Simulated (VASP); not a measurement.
Set up this calculation in VASP 6.6.1, as the native input.

| Property | Result |
| --- | --- |
| Task | relaxation of cell and atoms |
| Functional | LDA |
| Potentials or basis | VASP PAW LDA potentials, release 64 (In_d, As) |
| Cutoff | 600 eV |
| k mesh | 14 × 14 × 14 |
| Occupations | fermi-dirac, width 0.08 eV |
| Spin | no spin polarisation |
| Target pressure | 4 GPa |
| Dipole correction | no |
| Further INCAR settings | ALGO = Normal; EDIFF = 1e-07; IBRION = 2; EDIFFG = -0.002; NSW = 100; ISIF = 3 |

The structure of InAs lies in POSCAR:

```
InAs
1.0
    0.0000000000      3.0129702486      3.0129702486
    3.0129702486      0.0000000000      3.0129702486
    3.0129702486      3.0129702486      0.0000000000
In As
1 1
Direct
    0.0000000000      0.0000000000      0.0000000000
    0.7500000000      0.7500000000      0.7500000000
```

The input as run:

INCAR

```
SYSTEM = InAs
PREC = Accurate
ENCUT = 600
EDIFF = 1E-7
ISMEAR = -1
SIGMA = 0.08
LREAL = .FALSE.
LASPH = .TRUE.
NELM = 80
ALGO = Normal
ISIF = 3
LWAVE = .FALSE.
LCHARG = .FALSE.
GGA = CA
IBRION = 2
NSW = 100
EDIFFG = -0.002
PSTRESS = 40.0
```

KPOINTS

```
regular mesh
0
G
  14 14 14
  0 0 0
```

Potentials or basis: VASP PAW LDA potentials, release 64 (In_d, As).

Launch:

```sh
$ cat potpaw_LDA.64/In_d/POTCAR potpaw_LDA.64/As/POTCAR > POTCAR
$ mpirun -np 1 vasp_std > vasp.out
```

Results of the run:

* Relaxed volume: 25.89 Å³/atom
* Relaxed cell: a = 4.184 Å, b = 4.184 Å, c = 4.184 Å, α = 60.00°, β = 60.00°, γ = 60.00°
* Space group after relaxing (to 0.1 Å): F-43m (No. 216)
* Energy change on relaxing (the run minimises the enthalpy): +18.2 meV/atom
* Ionic steps: 6
* Pressure after relaxing: 4.0 GPa
* Band gap on the k mesh: zero (filled and empty bands touch)

Caveat: the cell is relaxed towards a set pressure, so the run minimises the enthalpy, not the energy; semilocal functionals underestimate gaps, and a narrow one can read as zero; spin-orbit coupling is left out, which moves the levels of the heavy elements.

It took 10 min on 1 thread of Intel Xeon 8259CL, with other jobs on the host, peak memory 0.26 GiB.
